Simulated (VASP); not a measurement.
NaHg3, 4 atoms in the cell. The structure is tetragonal, space group I4mm (No. 107). The conventional cell has a = 5.178 Å, b = 5.178 Å, c = 7.322 Å, α = 90.00°, β = 90.00°, γ = 90.00°. Within 4.2 Å of Na (site symmetry 4mm) lie 14 Hg at 3.17 to 3.76 Å. Within 4.1 Å of Hg (site symmetry 2mm) lie 10 Hg at 3.11 to 3.66 Å and 4 Na at 3.17 Å. Within 4.1 Å of Hg (site symmetry 4mm) lie 8 Hg at 3.11 to 3.23 Å and 6 Na at 3.56 to 3.76 Å. 

```yaml
Program: VASP 6.6.1
Task: single point
Functional: PBEsol
Potentials_or_basis: VASP PAW PBE potentials, release 64 (Na_pv, Hg)
Cutoff: 520 eV
k_mesh: 5 × 5 × 5
Occupations: methfessel-paxton, width 0.05 eV
Spin: no spin polarisation
Dipole_correction: no
Further_INCAR_settings: ALGO = Normal; EDIFF = 1e-06; NBANDS = 30
```

Potentials or basis: VASP PAW PBE potentials, release 64 (Na_pv, Hg).

Launch:

```console
$ cat potpaw_PBE.64/Na_pv/POTCAR potpaw_PBE.64/Hg/POTCAR > POTCAR
$ mpirun -np 1 vasp_std > vasp.out
```

Hardware: 1 thread of AMD EPYC 7R13 Processor (Zen 3), on a shared host.

**Question.** How long does it take, and how much memory?

**Answer.** It took 89 s on 1 thread of AMD EPYC 7R13 Processor (Zen 3) (shared host), peak memory 0.22 GiB. Counts: scf iterations 11, k points 18.
